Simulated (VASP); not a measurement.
The system is MnO.

```
Mn O
1.0
     0.00000    2.22200    2.22200
     2.22200    0.00000    2.22200
     2.22200    2.22200    0.00000
Mn O
1 1
Direct
  0.00000 0.00000 0.00000
  0.50000 0.50000 0.50000
```

Base run:

* Program: VASP 6.6.1
* Functional: PBEsol
* Potentials or basis: VASP PAW PBE potentials, release 64 (Mn_sv, O)
* Cutoff: 600 eV
* k mesh: 7 × 7 × 7
* Occupations: fermi-dirac, width 0.03 eV
* Spin: collinear spin, ferromagnetic start
* Starting moments: [5.83, 0.0] μB
* Fixed moment: 5.83 μB

Its results: pressure 24.2 GPa; site moments Mn +4.36; O +0.69 μB.

Question: The run is repeated on the same cell with these changes: potentials or basis from VASP PAW PBE potentials, release 64 (Mn_sv, O) to VASP PAW PBE potentials, release 64 (Mn_pv, O); cutoff from 600 eV to 520 eV; further incar settings from ALGO = Normal; EDIFF = 1e-06; NBANDS = 22 to ALGO = Normal; EDIFF = 1e-06; NBANDS = 20; valence electrons from 21 to 19. What comes out?

Answer: Pressure 26.0 GPa; site moments Mn +4.60; O +0.69 μB.

Caveats: the PAW data sets were made with another functional, which shifts forces and pressure a little; the total moment is fixed, so each spin has its own Fermi level; a cell with one magnetic atom can't hold antiferromagnetic order, which such compounds often take.
